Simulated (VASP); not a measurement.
# RuF2 (P-3m1) in VASP: relaxation of shape and atoms at fixed volume with PBEsol

Aim: the relaxation of shape and atoms at fixed volume of RuF2 with PBEsol.

Everything below comes from runs of VASP 6.6.1. Logs are shortened: lines on timing, memory, paths and dates and some standing lists are left out, and cuts for length are marked.

### 1 The cell of the first run

It takes space group P-3m1 (No. 164, trigonal). The conventional cell has a = 3.243 Å, b = 3.243 Å, c = 4.385 Å, α = 90.00°, β = 90.00°, γ = 120.00°. Ru (site symmetry -3m) has 6 F at 2.11 Å within 2.8 Å. Within 2.8 Å of F (site symmetry 3m) lie 3 Ru at 2.11 Å and 3 F at 2.69 Å.

### 2 Relaxation of shape and atoms at fixed volume, PBEsol (13.31 Å³/atom)

INCAR reads:

```
ALGO     = Normal         # electronic algorithm
EDIFF    = 1E-7           # SCF threshold, eV
EDIFFG   = -0.01          # ionic threshold
ENCUT    = 600            # plane-wave cutoff, eV
GGA      = PS             # functional
IBRION   = 2              # ionic algorithm
ISIF     = 4              # what is computed and relaxed
ISMEAR   = 0              # smearing method
LASPH    = T              # aspherical terms in the spheres
LCHARG   = F              # write CHGCAR
LREAL    = F              # projectors in reciprocal space
LWAVE    = F              # write WAVECAR
NELM     = 100            # most SCF steps
NSW      = 60             # ionic steps
PREC     = Accurate       # precision mode
SIGMA    = 0.05           # smearing width, eV
```

KPOINTS reads:

```
k-points
0
Gamma
  12 12 8
```

POSCAR reads:

```
RuF2
1.0
    2.8081192252     -1.6212683994      0.0009645100
    2.8081192252      1.6212683994      0.0009645100
   -0.0014363594      0.0000000000      4.3849861661
Ru F
1 2
Direct
    0.0000000000      0.0000000000      0.0000000000
    0.6666639794      0.6666639794      0.2195385973
    0.3333360206      0.3333360206      0.7804614027
```

Potentials or basis: VASP PAW PBE potentials, release 64 (Ru_pv, F).

Command:

```sh
> cat potpaw_PBE.64/Ru_pv/POTCAR potpaw_PBE.64/F/POTCAR > POTCAR
> mpirun -np 1 vasp_std > vasp.out
```

OUTCAR:

```text
EDIFF = 1E-7
   EDIFFG = -0.01
   ENCUT = 600
   GGA = PS
   IBRION = 2
   ISIF = 4
   ISMEAR = 0
   LASPH = T
   LREAL = F
   NELM = 100
   NSW = 60
   PREC = Accurate

 ion  position               nearest neighbor table
   1  0.000  0.000  0.000-   2 2.11   3 2.11   2 2.11   2 2.11   3 2.11   3 2.11
   2  0.667  0.667  0.220-   1 2.11   1 2.11   1 2.11
   3  0.333  0.333  0.780-   1 2.11   1 2.11   1 2.11

  LATTYP: Found a simple monoclinic cell.
 ALAT       =     3.2425367988
 B/A-ratio  =     1.3523320392
 C/A-ratio  =     1.7320508308
 COS(beta)  =    -0.8660253922

  Lattice vectors:

 A1 = (   0.0000000000,  -3.2425367988,   0.0000000000)
 A2 = (  -0.0014363594,   0.0000000000,   4.3849861661)
 A3 = (  -2.8081192252,   4.8638051982,  -0.0009645100)

Analysis of symmetry for initial positions (statically):
=====================================================================
 Subroutine PRICEL returns:
 Original cell was already a primitive cell.

 Routine SETGRP: Setting up the symmetry group for a
 simple monoclinic supercell.

 Subroutine GETGRP returns: Found  2 space group operations
 (whereof  2 operations were pure point group operations)
 out of a pool of  4 trial point group operations.

The static configuration has the point symmetry S_2 .

Analysis of symmetry for dynamics (positions and initial velocities):
=====================================================================
 Subroutine PRICEL returns:
 Original cell was already a primitive cell.

 Routine SETGRP: Setting up the symmetry group for a
 simple monoclinic supercell.

 Subroutine GETGRP returns: Found  2 space group operations
 (whereof  2 operations were pure point group operations)
 out of a pool of  4 trial point group operations.

The dynamic configuration has the point symmetry S_2 .

 Subroutine INISYM returns: Found  2 space group operations
 (whereof  2 operations are pure point group operations),
 and found     1 'primitive' translations

----------------------------------------------------------------------------------------

                                     Primitive cell

  volume of cell :      39.9272

  direct lattice vectors                    reciprocal lattice vectors
     2.808119225 -1.621268399  0.000964510     0.178055098 -0.308400509  0.000058324
     2.808119225  1.621268399  0.000964510     0.178055098  0.308400509  0.000058324
    -0.001436359  0.000000000  4.384986166    -0.000078329  0.000000000  0.228050865

[... 96 lines left out ...]
   NELECT =      28.0000    total number of electrons
   NUPDOWN=      -1.0000    fix difference up-down
   EMIN   =  10.00;   EMAX   =-10.00  energy-range for DOS
   EFERMI =   0.00;   METHOD = LEGACY
   ISMEAR =     0;   SIGMA  =   0.05  broadening in eV -4-tet -1-fermi 0-gaus
   EFERMI_NEDOS =   21; number of points for ismear=-14 and -15
   IALGO  =     38    algorithm
   IMIX   =      4    mixing-type and parameters
     AMIX     =   0.40;   BMIX     =  1.00
     AMIX_MAG =   1.60;   BMIX_MAG =  1.00
  volume/ion in A,a.u.               =      13.31        89.81
  Fermi-wavevector in a.u.,A,eV,Ry     =   1.454469  2.748549 28.782871  2.115481
  Thomas-Fermi vector in A             =   2.571616
   LORBIT       =      0    0 simple, 1 ext, 2 COOP (PROOUT), +10 PAW based schemes
   GGA     = PS    functional components
   LHFCALC =     F    Hartree Fock is set to
   AEXX    =    0.0000 exact exchange contribution
   IVDW    =     0    specifies the selected vdW correction
   LEPSILON=     F    determine dielectric tensor
   LRPA    =     F    only Hartree local field effects (RPA)
 conjugate gradient relaxation of ions
 non-spin polarized calculation
 Gauss-broadening in eV      SIGMA  =   0.05
  energy-cutoff  :      600.00
  volume of cell :       39.93
 maximum number of plane-waves:      1362
 NGX is ok and might be reduce to    28
   NGX = 13   NGY = 13   NGZ = 17

--------------------------------------- Ionic step        1  -------------------------------------------

 number of electron      27.9999993 magnetization

 Free energy of the ion-electron system (eV)
  ---------------------------------------------------
  ext. energy  EPLUGINS =         0.00000000
  ---------------------------------------------------
  free energy    TOTEN  =       -16.32199633 eV

  energy without entropy =      -16.32199633  energy(sigma->0) =      -16.32199633

------------------------ aborting loop because EDIFF is reached ----------------------------------------

  FORCE on cell =-STRESS in cart. coord.  units (eV):
  Direction    XX          YY          ZZ          XY          YZ          ZX
  --------------------------------------------------------------------------------------
  -------------------------------------------------------------------------------------
  Total       -0.7549111     -0.7549294     -0.4399068     -0.0000000      0.0000001     -0.0001211
  in kB      -30.2926791    -30.2934127    -17.6523505     -0.0000020      0.0000040     -0.0048596
  external PRESSURE =     -26.0794808 kB  Pullay stress =       0.0000000 kB
[... 135 lines left out ...]
--------------------------------------- Ionic step        5  -------------------------------------------

 number of electron      28.0000005 magnetization

 Free energy of the ion-electron system (eV)
  ---------------------------------------------------
  ext. energy  EPLUGINS =         0.00000000
  ---------------------------------------------------
  free energy    TOTEN  =       -16.32563346 eV

  energy without entropy =      -16.32563346  energy(sigma->0) =      -16.32563346

 E-fermi :   4.9837     XC(G=0): -10.5509

 val. band max:        4.7137404062   @ k =   0.0000   0.0000   0.5000
 cond. band min:       5.2314043132   @ k =   0.0000   0.4167   0.3750
 fundamental gap:      0.5176639070
 Fermi energy:         4.9837418275

 k-point     1 :       0.0000    0.0000    0.0000
  band No.  band energies     occupation
      1     -38.0014      2.00000
      2     -38.0014      2.00000
      3     -37.6481      2.00000
      4     -21.2383      2.00000
      5     -20.3707      2.00000
      6      -3.9382      2.00000
[... 481 lines left out ...]
      5     -20.5001      2.00000
      6      -3.6686      2.00000
[... 10 lines left out ...]
     17       7.9050      0.00000
     18      13.5110      0.00000

 [... further k-points ...]

------------------------ aborting loop because EDIFF is reached ----------------------------------------

  FORCE on cell =-STRESS in cart. coord.  units (eV):
  Direction    XX          YY          ZZ          XY          YZ          ZX
  --------------------------------------------------------------------------------------
  -------------------------------------------------------------------------------------
  Total       -0.1948826     -0.1949128     -0.1616926     -0.0000001     -0.0000001     -0.0000307
  in kB       -7.8201479     -7.8213607     -6.4883154     -0.0000037     -0.0000032     -0.0012318
  external PRESSURE =      -7.3766080 kB  Pullay stress =       0.0000000 kB
[... 18 lines left out ...]
  FREE ENERGIE OF THE ION-ELECTRON SYSTEM (eV)
  ---------------------------------------------------
  free  energy   TOTEN  =       -16.3256334643 eV

  energy  without entropy=      -16.3256334643  energy(sigma->0) =      -16.32563346

 reached required accuracy - stopping structural energy minimisation
```

CONTCAR:

```text
RuF2
   1.00000000000000
     2.7961082077621993   -1.6143339773078909    0.0009595387139163
     2.7961082124900094    1.6143339835608297    0.0009595600679287
    -0.0014508444714027    0.0000000232728677    4.4227391432179113
  Ru              F
     1     2
Direct
     0.0000000000000000    0.0000000000000000    1.0000000000000000
     0.6666641818435433    0.6666641767971120    0.2159884116747085
     0.3333358181564569    0.3333358232028881    0.7840115883252915

  0.00000000E+00  0.00000000E+00  0.00000000E+00
  0.00000000E+00  0.00000000E+00  0.00000000E+00
  0.00000000E+00  0.00000000E+00  0.00000000E+00
```

Run time: 38 min. Hardware: 1 thread of Intel Xeon 8259CL, shared host; peak memory 0.57 GiB.

Results:

```
Free energy                  : -16.3256 eV
Energy gained by relaxing    : 1.2 meV/atom
Ionic steps                  : 5
Pressure after relaxing      : -0.7 GPa
Largest force after relaxing : 0.008 eV/Å
Band gap on the k mesh       : 0.52 eV (least direct gap 0.92 eV)
```

Forces on the atoms (eV/Å):
```
Ru   0.000  0.000  0.000
F    0.000  0.000  0.008
F    0.000  0.000 -0.008
```

Stress tensor (GPa, compression positive):
```
-0.78  0.00  0.00
 0.00 -0.78  0.00
 0.00  0.00 -0.65
```

The path:
```
step  energy change (eV)  largest force (eV/Å)  pressure (GPa)  volume (Å³)
   1              0.0000                0.1430           -2.61        39.93
   2             -0.0024                0.0783           -1.83        39.93
   3             -0.0036                0.0139           -0.71        39.93
   4             -0.0036                0.0108           -0.75        39.93
   5             -0.0036                0.0078           -0.74        39.93
```

Final structure:
```cif
data_structure
_symmetry_space_group_name_H-M 'P 1'
_symmetry_Int_Tables_number 1
_cell_length_a 3.2287
_cell_length_b 3.2287
_cell_length_c 4.4227
_cell_angle_alpha 89.999
_cell_angle_beta 89.999
_cell_angle_gamma 60.000
_cell_volume 39.93
loop_
_atom_site_label
_atom_site_type_symbol
_atom_site_fract_x
_atom_site_fract_y
_atom_site_fract_z
_atom_site_occupancy
Ru1 Ru 0.00000 0.00000 0.00000 1
F1 F 0.66666 0.66666 0.21599 1
F2 F 0.33334 0.33334 0.78401 1
```

Caveat: the PAW data sets were made with another functional, which shifts forces and pressure a little. A k mesh can miss the band edges.
